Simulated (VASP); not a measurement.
Set up this calculation in VASP 6.6.1, as the native input.

```yaml
Task: single point
Functional: PBEsol
Potentials_or_basis: VASP PAW PBE potentials, release 64 (Ta_pv, C)
Cutoff: 520 eV
k_mesh: 18 × 18 × 8
Occupations: fermi-dirac, width 0.15 eV
Spin: no spin polarisation
Dipole_correction: no
Further_INCAR_settings: ALGO = Normal; EDIFF = 1e-07; NBANDS = 20
```

The structure of Ta2C lies in POSCAR:

```
Ta2C
1.0
    3.0748326118      0.0000000000      0.0000000000
   -1.5374163059      2.6628831542      0.0000000000
    0.0000000000      0.0000000000      4.8880244757
Ta C
2 1
Direct
    0.3333333333      0.6666666667      0.2539410782
    0.6666666667      0.3333333333      0.7460589218
    0.0000000000      0.0000000000      0.0000000000
```

The input as run:

INCAR

```
PREC = Accurate
ENCUT = 520
EDIFF = 1E-7
ISMEAR = -1
SIGMA = 0.15
LREAL = False
LASPH = True
NELM = 80
ALGO = Normal
ISIF = 2
LWAVE = False
LCHARG = False
GGA = PS
NBANDS = 20
```

KPOINTS

```
regular mesh
0
Gamma
  18 18 8
```

Potentials or basis: VASP PAW PBE potentials, release 64 (Ta_pv, C).

The run is started by

```console
$ cat potpaw_PBE.64/Ta_pv/POTCAR potpaw_PBE.64/C/POTCAR > POTCAR
$ mpirun -np 1 vasp_std > vasp.out
```

It gave:

The pressure is 6.3 GPa. The largest force is 0.050 eV/Å and the band gap on the k mesh is zero (bands 13 and 14 overlap by 0.83 eV).

Caveat: the cell stands under pressure; the PAW data sets were made with another functional, which shifts forces and pressure a little; spin-orbit coupling is left out, which moves the levels of the heavy elements.

Run time: 4.1 min on 1 thread of Intel Xeon 8259CL, on a shared host, peak memory 0.31 GiB.
